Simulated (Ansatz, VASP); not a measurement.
## Two plane-wave programs on Ca

The input INCAR:

```
  PREC = Accurate
  ENCUT = 520
  EDIFF = 1E-7
  ISMEAR = -1
  SIGMA = 0.05
  LREAL = False
  LASPH = True
  NELM = 80
  ALGO = Normal
  ISIF = 2
  LWAVE = False
  LCHARG = False
  GGA = PE
  NBANDS = 11
```

Contents of KPOINTS:

```
Automatic mesh
0
Gamma
  7 7 7
```

Contents of POSCAR:

```
Ca
1.0
    0.0000000000      2.9059680000      2.7942000000
    2.9059680000      0.0000000000      2.7942000000
    2.9059680000      2.9059680000      0.0000000000
Ca
1
Direct
    0.0000000000      0.0000000000      0.0000000000
```

The input input.yaml:

```yaml
crystal:
  lattice:
    - [0.0, 2.905968, 2.7942]
    - [2.905968, 0.0, 2.7942]
    - [2.905968, 2.905968, 0.0]
  atoms:
    - { symbol: Ca, position: [0.0, 0.0, 0.0] }
hamiltonian:
  xc: pbe
  pseudopotentials: { kind: paw }
kpoints:
  mp_grid: { grid: [7, 7, 7] }
scf:
  occupations: { method: fermi_dirac, width: 0.05 }
output:
  forces: true
  stress: true
  eigenvalues: true
```

Alike in both runs: task single point; functional PBE; k mesh 7 × 7 × 7; occupations fermi-dirac, width 0.05 eV; no spin polarisation.

|  | VASP | Ansatz |
| --- | --- | --- |
| version | VASP 6.6.1 | Ansatz 0.2.0 |
| potentials or method | VASP PAW PBE potentials, release 64 (Ca_sv) | Ansatz PAW |
| plane-wave cutoff (eV) | 520 | 420 |
| valence electrons in the cell | 10 | 10 |

```csv
,VASP,Ansatz,Ansatz less VASP
gap on the k mesh at the Fermi level (eV),none,none,-
pressure (GPa),-1.6,-1.6,-0.01
"traceless stress, the component that is largest in VASP (GPa)",0.20,0.20,0.000
```

A gap of «none» marks a metal or a gap that the smearing closes.
